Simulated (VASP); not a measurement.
# Sm3H2 (Pm-3m) in VASP: further runs

Runs on Sm3H2. Level: PBE. Tasks: single point, relaxation of cell and atoms.

All numbers are computed with VASP 6.6.1; they aren't measurements. Logs are shortened: lines on timing, memory, paths and dates and some standing lists are left out, and cuts for length are marked.

## 1. The cell of the first run

It takes space group Pm-3m (No. 221, cubic). The conventional cell has a = 4.792 Å, b = 4.792 Å, c = 4.792 Å, α = 90.00°, β = 90.00°, γ = 90.00°. Sm (site symmetry 4/mmm) has 2 H at 2.40 Å within 3.2 Å. H (site symmetry m-3m) has 6 Sm at 2.40 Å within 3.2 Å. Within 4.5 Å of H (site symmetry m-3m) lie 12 Sm at 3.39 Å and 8 H at 4.15 Å.

The cell was built from a structure type or drawn by symmetry, and may not be a known phase.

## 2. Single point, PBE

Input file INCAR:

```
PREC     = Accurate       # precision mode
ENCUT    = 500            # plane-wave cutoff, eV
EDIFF    = 1E-6           # SCF threshold, eV
ISMEAR   = 0              # smearing method
SIGMA    = 0.1            # smearing width, eV
LREAL    = False          # projectors in reciprocal space
LASPH    = True           # aspherical terms in the spheres
NELM     = 200            # most SCF steps
ALGO     = Normal         # electronic algorithm
ISIF     = 2              # what is computed and relaxed
LWAVE    = False          # write WAVECAR
LCHARG   = False          # write CHGCAR
GGA      = PE             # functional
NBANDS   = 26             # bands
GGA_COMPAT= False        
LMAXMIX  = 6              # l up to which the mixer works
```

Input file KPOINTS:

```
Automatic mesh
0
Gamma
  4 4 4
```

Input file POSCAR:

```
Sm3H2
1.0
    4.7916395300      0.0000000000      0.0000000000
    0.0000000000      4.7916395300      0.0000000000
    0.0000000000      0.0000000000      4.7916395300
Sm H
3 2
Direct
    0.0000000000      0.5000000000      0.5000000000
    0.5000000000      0.0000000000      0.5000000000
    0.5000000000      0.5000000000      0.0000000000
    0.5000000000      0.5000000000      0.5000000000
    0.0000000000      0.0000000000      0.0000000000
```

Potentials or basis: VASP PAW PBE potentials, release 64 (Sm_3, H), 4f in core.

The run is started by

```console
cat potpaw_PBE.64/Sm_3/POTCAR potpaw_PBE.64/H/POTCAR > POTCAR
mpirun -np 1 vasp_std > vasp.out
```

OUTCAR:

```text
PREC = Accurate
   ENCUT = 500
   EDIFF = 1E-6
   ISMEAR = 0
   LREAL = False
   LASPH = True
   NELM = 200
   ISIF = 2
   GGA = PE

 ion  position               nearest neighbor table
   1  0.000  0.500  0.500-   2 3.39   3 3.39   3 3.39   2 3.39   2 3.39   3 3.39   3 3.39   2 3.39

   2  0.500  0.000  0.500-   1 3.39   3 3.39   3 3.39   1 3.39   3 3.39   3 3.39   1 3.39   1 3.39

   3  0.500  0.500  0.000-   1 3.39   2 3.39   1 3.39   2 3.39   2 3.39   2 3.39   1 3.39   1 3.39

   4  0.500  0.500  0.500-
   5  0.000  0.000  0.000-

  LATTYP: Found a simple cubic cell.
 ALAT       =     4.7916395300

  Lattice vectors:

 A1 = (   4.7916395300,   0.0000000000,   0.0000000000)
 A2 = (   0.0000000000,   4.7916395300,   0.0000000000)
 A3 = (   0.0000000000,   0.0000000000,   4.7916395300)

Analysis of symmetry for initial positions (statically):
=====================================================================
 Subroutine PRICEL returns:
 Original cell was already a primitive cell.

 Routine SETGRP: Setting up the symmetry group for a
 simple cubic supercell.

 Subroutine GETGRP returns: Found 48 space group operations
 (whereof 48 operations were pure point group operations)
 out of a pool of 48 trial point group operations.

The static configuration has the point symmetry O_h .

Analysis of symmetry for dynamics (positions and initial velocities):
=====================================================================
 Subroutine PRICEL returns:
 Original cell was already a primitive cell.

 Routine SETGRP: Setting up the symmetry group for a
 simple cubic supercell.

 Subroutine GETGRP returns: Found 48 space group operations
 (whereof 48 operations were pure point group operations)
 out of a pool of 48 trial point group operations.

The dynamic configuration has the point symmetry O_h .

 Subroutine INISYM returns: Found 48 space group operations
 (whereof 48 operations are pure point group operations),
 and found     1 'primitive' translations

----------------------------------------------------------------------------------------

                                     Primitive cell

  volume of cell :     110.0151

  direct lattice vectors                    reciprocal lattice vectors
     4.791639530  0.000000000  0.000000000     0.208696834  0.000000000  0.000000000
     0.000000000  4.791639530  0.000000000     0.000000000  0.208696834  0.000000000
     0.000000000  0.000000000  4.791639530     0.000000000  0.000000000  0.208696834

  length of vectors
     4.791639530  4.791639530  4.791639530     0.208696834  0.208696834  0.208696834

  position of ions in fractional coordinates (direct lattice)
     0.000000000  0.500000000  0.500000000
     0.500000000  0.000000000  0.500000000
     0.500000000  0.500000000  0.000000000
     0.500000000  0.500000000  0.500000000
     0.000000000  0.000000000  0.000000000

  ion indices of the primitive-cell ions
   primitive index   ion index
                 1           1
                 2           2
                 3           3
                 4           4
                 5           5

----------------------------------------------------------------------------------------

 KPOINTS: Automatic mesh

Automatic generation of k-mesh.
 Grid dimensions read from file:
 generate k-points for:    4    4    4

 Generating k-lattice:

  Cartesian coordinates                     Fractional coordinates (reciprocal lattice)
     0.052174209  0.000000000  0.000000000     0.250000000  0.000000000  0.000000000
     0.000000000  0.052174209  0.000000000     0.000000000  0.250000000  0.000000000
     0.000000000  0.000000000  0.052174209     0.000000000  0.000000000  0.250000000

  Length of vectors
     0.052174209  0.052174209  0.052174209

  Shift w.r.t. Gamma in fractional coordinates (k-lattice)
     0.000000000  0.000000000  0.000000000

 Subroutine IBZKPT returns following result:
 ===========================================

 Found     10 irreducible k-points:

 Following reciprocal coordinates:
            Coordinates               Weight
  0.000000  0.000000  0.000000      1.000000
  0.250000  0.000000  0.000000      6.000000
  0.500000  0.000000  0.000000      3.000000
  0.250000  0.250000  0.000000     12.000000
  0.500000  0.250000  0.000000     12.000000
  0.500000  0.500000  0.000000      3.000000
  0.250000  0.250000  0.250000      8.000000
  0.500000  0.250000  0.250000     12.000000
  0.500000  0.500000  0.250000      6.000000
  0.500000  0.500000  0.500000      1.000000
   k-points           NKPTS =     10   k-points in BZ     NKDIM =     10   number of bands    NBANDS=     26
   number of dos      NEDOS =    301   number of ions     NIONS =      5
   total plane-waves  NPLWV =  46656
   dimension x,y,z NGX =    36 NGY =   36 NGZ =   36
   dimension x,y,z NGXF=    72 NGYF=   72 NGZF=   72
   ions per type =               3   2
   NGX,Y,Z   is equivalent  to a cutoff of  12.49, 12.49, 12.49 a.u.
   NGXF,Y,Z  is equivalent  to a cutoff of  24.98, 24.98, 24.98 a.u.
 SYSTEM =  unknown system
   PREC   = accura    normal or accurate (medium, high low for compatibility)
   ISTART =      0    job   : 0-new  1-cont  2-samecut
   ICHARG =      2    charge: 1-file 2-atom 10-const
   ISPIN  =      1    spin polarized calculation?
   LNONCOLLINEAR =      F non collinear calculations
   LSORBIT =      F    spin-orbit coupling
   LASPH  =      T    aspherical Exc in radial PAW
   ENCUT  =  500.0 eV  36.75 Ry    6.06 a.u.   8.74  8.74  8.74*2*pi/ulx,y,z
   NELM   =    200;   NELMIN=  2; NELMDL= -5     # of ELM steps
   EDIFF  = 0.1E-05   stopping-criterion for ELM
   LREAL  =      F    real-space projection
   EDIFFG = 0.1E-04   stopping-criterion for IOM
   NSW    =      0    number of steps for IOM
   IBRION =     -1    ionic relax: 0-MD 1-quasi-New 2-CG
   NFREE  =      0    steps in history (QN), initial steepest desc. (CG)
   ISIF   =      2    stress and relaxation
   ISYM   =      2    0-nonsym 1-usesym 2-fastsym
   POTIM  = 0.5000    time-step for ionic-motion
   TEBEG  =    0.0;   TEEND  =   0.0 temperature during run
   PSTRESS=    0.0 pullay stress
   NELECT =      35.0000    total number of electrons
   NUPDOWN=      -1.0000    fix difference up-down
   EMIN   =  10.00;   EMAX   =-10.00  energy-range for DOS
   EFERMI =   0.00;   METHOD = LEGACY
   ISMEAR =     0;   SIGMA  =   0.10  broadening in eV -4-tet -1-fermi 0-gaus
   EFERMI_NEDOS =   21; number of points for ismear=-14 and -15
   IALGO  =     38    algorithm
   IMIX   =      4    mixing-type and parameters
     AMIX     =   0.40;   BMIX     =  1.00
     AMIX_MAG =   1.60;   BMIX_MAG =  1.00
  volume/ion in A,a.u.               =      22.00       148.48
  Fermi-wavevector in a.u.,A,eV,Ry     =   1.117584  2.111927 16.993584  1.248993
  Thomas-Fermi vector in A             =   2.254208
   LORBIT       =      0    0 simple, 1 ext, 2 COOP (PROOUT), +10 PAW based schemes
   GGA     = PE    functional components
   LHFCALC =     F    Hartree Fock is set to
   AEXX    =    0.0000 exact exchange contribution
   IVDW    =     0    specifies the selected vdW correction
   LEPSILON=     F    determine dielectric tensor
   LRPA    =     F    only Hartree local field effects (RPA)
 non-spin polarized calculation
 Gauss-broadening in eV      SIGMA  =   0.10
  energy-cutoff  :      500.00
  volume of cell :      110.02
 maximum number of plane-waves:      2826
 NGX is ok and might be reduce to    36
   NGX = 17   NGY = 17   NGZ = 17

 number of electron      35.0000002 magnetization

 Free energy of the ion-electron system (eV)
  ---------------------------------------------------
  ext. energy  EPLUGINS =         0.00000000
  ---------------------------------------------------
  free energy    TOTEN  =       -19.10944693 eV

  energy without entropy =      -19.09561987  energy(sigma->0) =      -19.10253340

 E-fermi :   2.8976     XC(G=0):  -9.6121

 val. band max:        2.8347139783   @ k =   0.2500   0.2500   0.0000
 cond. band min:       2.9009852585   @ k =   0.5000   0.5000   0.0000
 fundamental gap:      0.0662712802
 Fermi energy:         2.8976094068

 k-point     1 :       0.0000    0.0000    0.0000
  band No.  band energies     occupation
      1     -38.3060      2.00000
      2     -38.0927      2.00000
      3     -38.0927      2.00000
      4     -18.2195      2.00000
      5     -18.2195      2.00000
      6     -18.2195      2.00000
[... 18 lines left out ...]
     25       6.7100      0.00000
     26       6.7100      0.00000

 k-point     2 :       0.2500    0.0000    0.0000
  band No.  band energies     occupation
      1     -38.2790      2.00000
      2     -38.1199      2.00000
      3     -38.0923      2.00000
      4     -18.1379      2.00000
      5     -18.1379      2.00000
      6     -18.0973      2.00000
[... 18 lines left out ...]
     25       6.6430      0.00000
     26       6.9736      0.00000

 k-point     3 :       0.5000    0.0000    0.0000
  band No.  band energies     occupation
      1     -38.2354      2.00000
      2     -38.1637      2.00000
      3     -38.0920      2.00000
      4     -18.0238      2.00000
      5     -18.0238      2.00000
      6     -17.8004      2.00000
[... 18 lines left out ...]
     25       5.1021      0.00000
     26       6.2976      0.00000

 k-point     4 :       0.2500    0.2500    0.0000
  band No.  band energies     occupation
      1     -38.2549      2.00000
      2     -38.1279      2.00000
      3     -38.1078      2.00000
      4     -18.2115      2.00000
      5     -18.0509      2.00000
      6     -17.8994      2.00000
[... 18 lines left out ...]
     25       6.2624      0.00000
     26       6.7414      0.00000

 k-point     5 :       0.5000    0.2500    0.0000
  band No.  band energies     occupation
      1     -38.2142      2.00000
      2     -38.1633      2.00000
      3     -38.1128      2.00000
      4     -18.1350      2.00000
      5     -18.0218      2.00000
      6     -17.9200      2.00000
[... 18 lines left out ...]
     25       5.6173      0.00000
     26       6.2355      0.00000

 k-point     6 :       0.5000    0.5000    0.0000
  band No.  band energies     occupation
      1     -38.1636      2.00000
      2     -38.1629      2.00000
      3     -38.1629      2.00000
      4     -18.2181      2.00000
      5     -18.1479      2.00000
      6     -17.6944      2.00000
[... 18 lines left out ...]
     25       5.3828      0.00000
     26       5.6472      0.00000

 k-point     7 :       0.2500    0.2500    0.2500
  band No.  band energies     occupation
      1     -38.2347      2.00000
      2     -38.1276      2.00000
      3     -38.1276      2.00000
      4     -18.3456      2.00000
      5     -17.9437      2.00000
      6     -17.9437      2.00000
[... 18 lines left out ...]
     25       6.4671      0.00000
     26       6.4680      0.00000

 k-point     8 :       0.5000    0.2500    0.2500
  band No.  band energies     occupation
      1     -38.1989      2.00000
      2     -38.1629      2.00000
      3     -38.1272      2.00000
      4     -18.3769      2.00000
      5     -18.0380      2.00000
      6     -17.9866      2.00000
[... 18 lines left out ...]
     25       6.0932      0.00000
     26       6.2238      0.00000

 k-point     9 :       0.5000    0.5000    0.2500
  band No.  band energies     occupation
      1     -38.1628      2.00000
      2     -38.1625      2.00000
      3     -38.1625      2.00000
      4     -18.5047      2.00000
      5     -18.1452      2.00000
      6     -18.0092      2.00000
[... 18 lines left out ...]
     25       5.9411      0.00000
     26       5.9956      0.00000

 k-point    10 :       0.5000    0.5000    0.5000
  band No.  band energies     occupation
      1     -38.1621      2.00000
      2     -38.1621      2.00000
      3     -38.1621      2.00000
      4     -18.6848      2.00000
      5     -18.1424      2.00000
      6     -18.1424      2.00000
[... 18 lines left out ...]
     25       5.5982      0.00000
     26       5.5982      0.00000

------------------------ aborting loop because EDIFF is reached ----------------------------------------

  FORCE on cell =-STRESS in cart. coord.  units (eV):
  Direction    XX          YY          ZZ          XY          YZ          ZX
  --------------------------------------------------------------------------------------
  -------------------------------------------------------------------------------------
  Total        0.6545481      0.6545481      0.6545481      0.0000000      0.0000000     -0.0000000
  in kB        9.5323441      9.5323441      9.5323441      0.0000000      0.0000000     -0.0000000
  external PRESSURE =       9.5323441 kB  Pullay stress =       0.0000000 kB

 VOLUME and BASIS-vectors are now :
 -----------------------------------------------------------------------------
  energy-cutoff  :      500.00
  volume of cell :      110.02
      direct lattice vectors                 reciprocal lattice vectors
     4.791639530  0.000000000  0.000000000     0.208696834  0.000000000  0.000000000
     0.000000000  4.791639530  0.000000000     0.000000000  0.208696834  0.000000000
     0.000000000  0.000000000  4.791639530     0.000000000  0.000000000  0.208696834

 POSITION                                       TOTAL-FORCE (eV/Angst)
 -----------------------------------------------------------------------------------
      0.00000      2.39582      2.39582         0.000000      0.000000      0.000000
      2.39582      0.00000      2.39582         0.000000      0.000000      0.000000
      2.39582      2.39582      0.00000         0.000000      0.000000      0.000000
      2.39582      2.39582      2.39582         0.000000      0.000000      0.000000
      0.00000      0.00000      0.00000         0.000000      0.000000      0.000000
 -----------------------------------------------------------------------------------
    total drift:                                0.000000      0.000000      0.000000

  FREE ENERGIE OF THE ION-ELECTRON SYSTEM (eV)
  ---------------------------------------------------
  free  energy   TOTEN  =       -19.1094469263 eV

  energy  without entropy=      -19.0956198722  energy(sigma->0) =      -19.10253340
```

Wall time 20 s (1 thread of AMD EPYC 9R45 (Zen 5), shared host); peak memory 0.18 GiB.

What came out:

- Free energy: -19.1094 eV
- Pressure: 1.0 GPa
- Band gap on the k mesh: zero (an odd number of electrons rules out a gap without spin polarisation)

Levels at points of the mesh, in eV from the Fermi level:
| k point | band 15 | band 16 | band 17 | band 18 | band 19 | band 20 |
| --- | --- | --- | --- | --- | --- | --- |
| (0.00, 0.00, 0.00) | -1.11 | -1.11 | -1.01 | -1.01 | -1.01 | 1.36 |
| (0.50, 0.00, 0.00) | -1.97 | -0.61 | 0.22 | 0.22 | 0.62 | 1.36 |
| (0.50, 0.50, 0.00) | -1.19 | -1.19 | 0.00 | 0.22 | 0.22 | 0.26 |
| (0.50, 0.50, 0.50) | -1.84 | -1.84 | -1.84 | 1.31 | 1.31 | 1.31 |

Caveat: spin-orbit coupling is left out, which moves the levels of the heavy elements; the 4f electrons are frozen in the core, so they carry no moment and show no levels. Spin polarisation is off, so any magnetic state and its effect on volume and gap are missing.

(Continued in part 2 of 3.)
